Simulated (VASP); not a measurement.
# Eu (Pm-3m) in VASP: further runs

Eu is run at these levels: LDA; tasks: single point.

All numbers are computed with VASP 6.6.1; they aren't measurements. Logs are shortened: lines on timing, memory, paths and dates and some standing lists are left out, and cuts for length are marked.

## Step 1: The cell of the first run

Symmetry: Pm-3m, No. 221, cubic system. The conventional cell has a = 2.426 Å, b = 2.426 Å, c = 2.426 Å, α = 90.00°, β = 90.00°, γ = 90.00°. Eu (site symmetry m-3m) has 6 Eu at 2.43 Å within 3.2 Å.

This isn't the form of Eu at room conditions, which is bcc.

## Step 2: Single point, LDA, collinear spin, ferromagnetic start (14.28 Å³/atom)

INCAR reads:

```
PREC = Accurate
ENCUT = 520
EDIFF = 1E-6
ISMEAR = -1
SIGMA = 0.05
LREAL = F
LASPH = T
NELM = 150
ALGO = Normal
ISIF = 2
LWAVE = F
LCHARG = T
ISPIN = 2
MAGMOM = 7
LORBIT = 11
LMAXMIX = 6
GGA = CA
LELF = T
LVHAR = T
NBANDS = 18
```

KPOINTS reads:

```
Automatic mesh
0
Gamma
  11 11 11
```

POSCAR reads:

```
Eu
1.0
    2.4262116405      0.0000000000      0.0000000000
    0.0000000000      2.4262116405      0.0000000000
    0.0000000000      0.0000000000      2.4262116405
Eu
1
Direct
    0.0000000000      0.0000000000      0.0000000000
```

Potentials or basis: VASP PAW PBE potentials, release 64 (Eu).

On the command line:

```console
> cat potpaw_PBE.64/Eu/POTCAR > POTCAR
> mpirun -np 1 vasp_std > vasp.out
```

OUTCAR:

```text
PREC = Accurate
   ENCUT = 520
   EDIFF = 1E-6
   ISMEAR = -1
   LREAL = F
   LASPH = T
   NELM = 150
   ISIF = 2
   ISPIN = 2
   LORBIT = 11
   GGA = CA

 ion  position               nearest neighbor table
   1  0.000  0.000  0.000-

  LATTYP: Found a simple cubic cell.
 ALAT       =     2.4262116405

  Lattice vectors:

 A1 = (   2.4262116405,   0.0000000000,   0.0000000000)
 A2 = (   0.0000000000,   2.4262116405,   0.0000000000)
 A3 = (   0.0000000000,   0.0000000000,   2.4262116405)

Analysis of symmetry for initial positions (statically):
=====================================================================
 Subroutine PRICEL returns:
 Original cell was already a primitive cell.

 Routine SETGRP: Setting up the symmetry group for a
 simple cubic supercell.

 Subroutine GETGRP returns: Found 48 space group operations
 (whereof 48 operations were pure point group operations)
 out of a pool of 48 trial point group operations.

The static configuration has the point symmetry O_h .

Analysis of symmetry for dynamics (positions and initial velocities):
=====================================================================
 Subroutine PRICEL returns:
 Original cell was already a primitive cell.

 Routine SETGRP: Setting up the symmetry group for a
 simple cubic supercell.

 Subroutine GETGRP returns: Found 48 space group operations
 (whereof 48 operations were pure point group operations)
 out of a pool of 48 trial point group operations.

The dynamic configuration has the point symmetry O_h .

Analysis of structural, dynamic, and magnetic symmetry:
=====================================================================
 Subroutine PRICEL returns:
 Original cell was already a primitive cell.

 Routine SETGRP: Setting up the symmetry group for a
 simple cubic supercell.

 Subroutine GETGRP returns: Found 48 space group operations
 (whereof 48 operations were pure point group operations)
 out of a pool of 48 trial point group operations.

The overall configuration has the point symmetry O_h .

 Subroutine INISYM returns: Found 48 space group operations
 (whereof 48 operations are pure point group operations),
 and found     1 'primitive' translations

----------------------------------------------------------------------------------------

                                     Primitive cell

  volume of cell :      14.2819

  direct lattice vectors                    reciprocal lattice vectors
     2.426211641  0.000000000  0.000000000     0.412165198  0.000000000  0.000000000
     0.000000000  2.426211641  0.000000000     0.000000000  0.412165198  0.000000000
     0.000000000  0.000000000  2.426211641     0.000000000  0.000000000  0.412165198

  length of vectors
     2.426211641  2.426211641  2.426211641     0.412165198  0.412165198  0.412165198

  position of ions in fractional coordinates (direct lattice)
     0.000000000  0.000000000  0.000000000

  ion indices of the primitive-cell ions
   primitive index   ion index
                 1           1

----------------------------------------------------------------------------------------

 KPOINTS: Automatic mesh

Automatic generation of k-mesh.
 Grid dimensions read from file:
 generate k-points for:   11   11   11

 Generating k-lattice:

  Cartesian coordinates                     Fractional coordinates (reciprocal lattice)
     0.037469563  0.000000000  0.000000000     0.090909091  0.000000000  0.000000000
     0.000000000  0.037469563  0.000000000     0.000000000  0.090909091  0.000000000
     0.000000000  0.000000000  0.037469563     0.000000000  0.000000000  0.090909091

  Length of vectors
     0.037469563  0.037469563  0.037469563

  Shift w.r.t. Gamma in fractional coordinates (k-lattice)
     0.000000000  0.000000000  0.000000000

 Subroutine IBZKPT returns following result:
 ===========================================

 Found     56 irreducible k-points:

 Following reciprocal coordinates:
            Coordinates               Weight
  0.000000  0.000000  0.000000      1.000000
  0.090909  0.000000  0.000000      6.000000
  0.181818  0.000000  0.000000      6.000000
  0.272727  0.000000  0.000000      6.000000
  0.363636  0.000000  0.000000      6.000000
  0.454545  0.000000  0.000000      6.000000
[... 16 lines left out ...]
  0.181818  0.090909  0.090909     24.000000
  0.272727  0.090909  0.090909     24.000000
 [... further k-points ...]
   k-points           NKPTS =     56   k-points in BZ     NKDIM =     56   number of bands    NBANDS=     18
   number of dos      NEDOS =    301   number of ions     NIONS =      1
   total plane-waves  NPLWV =   5832
   dimension x,y,z NGX =    18 NGY =   18 NGZ =   18
   dimension x,y,z NGXF=    36 NGYF=   36 NGZF=   36
   ions per type =               1
   NGX,Y,Z   is equivalent  to a cutoff of  12.33, 12.33, 12.33 a.u.
   NGXF,Y,Z  is equivalent  to a cutoff of  24.67, 24.67, 24.67 a.u.
 SYSTEM =  unknown system
   PREC   = accura    normal or accurate (medium, high low for compatibility)
   ISTART =      0    job   : 0-new  1-cont  2-samecut
   ICHARG =      2    charge: 1-file 2-atom 10-const
   ISPIN  =      2    spin polarized calculation?
   LNONCOLLINEAR =      F non collinear calculations
   LSORBIT =      F    spin-orbit coupling
   LASPH  =      T    aspherical Exc in radial PAW
   ENCUT  =  520.0 eV  38.22 Ry    6.18 a.u.   4.51  4.51  4.51*2*pi/ulx,y,z
   NELM   =    150;   NELMIN=  2; NELMDL= -5     # of ELM steps
   EDIFF  = 0.1E-05   stopping-criterion for ELM
   LREAL  =      F    real-space projection
   EDIFFG = 0.1E-04   stopping-criterion for IOM
   NSW    =      0    number of steps for IOM
   IBRION =     -1    ionic relax: 0-MD 1-quasi-New 2-CG
   NFREE  =      0    steps in history (QN), initial steepest desc. (CG)
   ISIF   =      2    stress and relaxation
   ISYM   =      2    0-nonsym 1-usesym 2-fastsym
   POTIM  = 0.5000    time-step for ionic-motion
   TEBEG  =    0.0;   TEEND  =   0.0 temperature during run
   PSTRESS=    0.0 pullay stress
   NELECT =      17.0000    total number of electrons
   NUPDOWN=      -1.0000    fix difference up-down
   EMIN   =  10.00;   EMAX   =-10.00  energy-range for DOS
   EFERMI =   0.00;   METHOD = LEGACY
   ISMEAR =    -1;   SIGMA  =   0.05  broadening in eV -4-tet -1-fermi 0-gaus
   EFERMI_NEDOS =   21; number of points for ismear=-14 and -15
   IALGO  =     38    algorithm
   IMIX   =      4    mixing-type and parameters
     AMIX     =   0.40;   BMIX     =  1.00
     AMIX_MAG =   1.60;   BMIX_MAG =  1.00
  volume/ion in A,a.u.               =      14.28        96.38
  Fermi-wavevector in a.u.,A,eV,Ry     =   1.734985  3.278647 40.955902  3.010174
  Thomas-Fermi vector in A             =   2.808677
   LORBIT       =     11    0 simple, 1 ext, 2 COOP (PROOUT), +10 PAW based schemes
   GGA     = CA    functional components
   LHFCALC =     F    Hartree Fock is set to
   AEXX    =    0.0000 exact exchange contribution
   IVDW    =     0    specifies the selected vdW correction
   LEPSILON=     F    determine dielectric tensor
   LRPA    =     F    only Hartree local field effects (RPA)
 spin polarized calculation
  energy-cutoff  :      520.00
  volume of cell :       14.28
 maximum number of plane-waves:       397
 NGX is ok and might be reduce to    18
   NGX =  9   NGY =  9   NGZ =  9

 number of electron      16.9999999 magnetization       6.2499883

 Free energy of the ion-electron system (eV)
  ---------------------------------------------------
  ext. energy  EPLUGINS =         0.00000000
  ---------------------------------------------------
  free energy    TOTEN  =        -8.50569391 eV

  energy without entropy =       -8.49425927  energy(sigma->0) =       -8.49997659

 E-fermi :   8.1971     XC(G=0): -14.6648

 val. band max:        8.1814721160   @ k =   0.2727   0.2727   0.0000
 cond. band min:       8.2043576883   @ k =   0.0909   0.0909   0.0000
 fundamental gap:      0.0228855722
 Fermi energy:         8.1970636201

 spin component 1

 k-point     1 :       0.0000    0.0000    0.0000
  band No.  band energies     occupation
      1     -35.9254      1.00000
      2      -9.5436      1.00000
      3      -9.5436      1.00000
      4      -9.5436      1.00000
      5       4.9093      1.00000
      6       4.9093      1.00000
[... 10 lines left out ...]
     17      23.0162      0.00000
     18      30.3003      0.00000

 k-point     2 :       0.0909    0.0000    0.0000
  band No.  band energies     occupation
      1     -35.8179      1.00000
      2     -10.4920      1.00000
      3      -9.4609      1.00000
      4      -9.4609      1.00000
      5       4.9809      1.00000
      6       5.2231      1.00000
[... 10 lines left out ...]
     17      23.1195      0.00000
     18      28.6881      0.00000

 k-point     3 :       0.1818    0.0000    0.0000
  band No.  band energies     occupation
      1     -35.5163      1.00000
      2     -12.5839      1.00000
      3      -9.2331      1.00000
      4      -9.2331      1.00000
      5       5.1748      1.00000
      6       5.3818      1.00000
[... 10 lines left out ...]
     17      23.4041      0.00000
     18      26.2556      0.00000

 k-point     4 :       0.2727    0.0000    0.0000
  band No.  band energies     occupation
      1     -35.0874      1.00000
      2     -14.7996      1.00000
      3      -8.9208      1.00000
      4      -8.9208      1.00000
      5       5.4284      1.00000
      6       5.4691      1.00000
[... 375 lines left out ...]
      4     -10.3096      1.00000
      5       5.7280      1.00000
      6       5.7280      1.00000
[... 10 lines left out ...]
     17      20.6199      0.00000
     18      30.7896      0.00000

 k-point    23 :       0.1818    0.0909    0.0909
  band No.  band energies     occupation
      1     -35.3018      1.00000
      2     -12.3937      1.00000
      3     -10.0774      1.00000
      4     -10.0725      1.00000
      5       5.7874      1.00000
      6       5.9550      1.00000
[... 10 lines left out ...]
     17      20.8107      0.00000
     18      28.3238      0.00000

 k-point    24 :       0.2727    0.0909    0.0909
  band No.  band energies     occupation
      1     -34.8733      1.00000
      2     -14.5995      1.00000
      3      -9.7457      1.00000
      4      -9.7362      1.00000
      5       5.7688      1.00000
      6       5.8094      1.00000
[... 10 lines left out ...]
     17      21.2602      0.00000
     18      26.5220      0.00000

 [... further k-points ...]

 spin component 2

 k-point     1 :       0.0000    0.0000    0.0000
  band No.  band energies     occupation
      1     -33.6191      1.00000
      2      -7.4615      1.00000
      3      -7.4615      1.00000
      4      -7.4615      1.00000
      5       5.9589      1.00000
      6       5.9589      1.00000
[... 10 lines left out ...]
     17      24.5637      0.00000
     18      31.3853      0.00000

 k-point     2 :       0.0909    0.0000    0.0000
  band No.  band energies     occupation
      1     -33.5038      1.00000
      2      -8.5119      1.00000
      3      -7.3714      1.00000
      4      -7.3714      1.00000
      5       6.0715      1.00000
      6       6.3567      1.00000
[... 10 lines left out ...]
     17      24.6768      0.00000
     18      29.7979      0.00000

 k-point     3 :       0.1818    0.0000    0.0000
  band No.  band energies     occupation
      1     -33.1791      1.00000
      2     -10.7659      1.00000
      3      -7.1222      1.00000
      4      -7.1222      1.00000
      5       6.3985      1.00000
      6       6.7860      1.00000
[... 10 lines left out ...]
     17      24.9876      0.00000
     18      27.4679      0.00000

 k-point     4 :       0.2727    0.0000    0.0000
  band No.  band energies     occupation
      1     -32.7136      1.00000
      2     -13.1098      1.00000
      3      -6.7782      1.00000
      4      -6.7782      1.00000
      5       6.9049      1.00000
      6       7.3985      1.00000
[... 375 lines left out ...]
      4      -8.3111      1.00000
      5       7.3841      1.00000
      6       7.3841      1.00000
[... 10 lines left out ...]
     17      22.1155      0.00000
     18      31.8935      0.00000

 k-point    23 :       0.1818    0.0909    0.0909
  band No.  band energies     occupation
      1     -32.9492      1.00000
      2     -10.5585      1.00000
      3      -8.0583      1.00000
      4      -8.0514      1.00000
      5       7.6465      0.99998
      6       8.0110      0.97637
[... 10 lines left out ...]
     17      22.3214      0.00000
     18      29.5240      0.00000

 k-point    24 :       0.2727    0.0909    0.0909
  band No.  band energies     occupation
      1     -32.4842      1.00000
      2     -12.8926      1.00000
      3      -7.6908      1.00000
      4      -7.6798      1.00000
      5       8.0294      0.96624
      6       8.2339      0.32373
[... 10 lines left out ...]
     17      22.7992      0.00000
     18      27.8381      0.00000

 [... further k-points ...]

------------------------ aborting loop because EDIFF is reached ----------------------------------------

  FORCE on cell =-STRESS in cart. coord.  units (eV):
  Direction    XX          YY          ZZ          XY          YZ          ZX
  --------------------------------------------------------------------------------------
  -------------------------------------------------------------------------------------
  Total        8.6348297      8.6348297      8.6348297      0.0000000      0.0000000      0.0000000
  in kB      968.6754994    968.6754994    968.6754994      0.0000000      0.0000000      0.0000000
  external PRESSURE =     968.6754994 kB  Pullay stress =       0.0000000 kB

 VOLUME and BASIS-vectors are now :
 -----------------------------------------------------------------------------
  energy-cutoff  :      520.00
  volume of cell :       14.28
      direct lattice vectors                 reciprocal lattice vectors
     2.426211641  0.000000000  0.000000000     0.412165198  0.000000000  0.000000000
     0.000000000  2.426211641  0.000000000     0.000000000  0.412165198  0.000000000
     0.000000000  0.000000000  2.426211641     0.000000000  0.000000000  0.412165198

 POSITION                                       TOTAL-FORCE (eV/Angst)
 -----------------------------------------------------------------------------------
      0.00000      0.00000      0.00000         0.000000      0.000000      0.000000
 -----------------------------------------------------------------------------------
    total drift:                                0.000000      0.000000      0.000000

  FREE ENERGIE OF THE ION-ELECTRON SYSTEM (eV)
  ---------------------------------------------------
  free  energy   TOTEN  =        -8.5056939053 eV

  energy  without entropy=       -8.4942592653  energy(sigma->0) =       -8.49997659

 total charge

# of ion       s       p       d       f       tot
--------------------------------------------------
    1        2.046   5.664   1.674   6.704  16.087

 magnetization (x)

# of ion       s       p       d       f       tot
--------------------------------------------------
    1       -0.002  -0.066   0.149   6.093   6.174
```

Run time: 27 s. Hardware: 1 thread of Intel Xeon Platinum 8488C (Sapphire Rapids), shared host; peak memory 0.14 GiB.

What came out:

- Free energy: -8.5057 eV
- Pressure: 96.9 GPa
- Net moment: 6.25 μB per cell
- Site moments: Eu +6.17 μB
- Valence electrons inside the program's atomic spheres: Eu 16.09

Caveat: the cell stands under pressure; the PAW data sets were made with another functional, which shifts forces and pressure a little; spin-orbit coupling is left out, which moves the levels of the heavy elements; semilocal functionals describe open f shells poorly, which spoils levels, moments and volumes. The state reached can hang on the start; a lower one may exist.

(Part 1 of 2 ends here.)
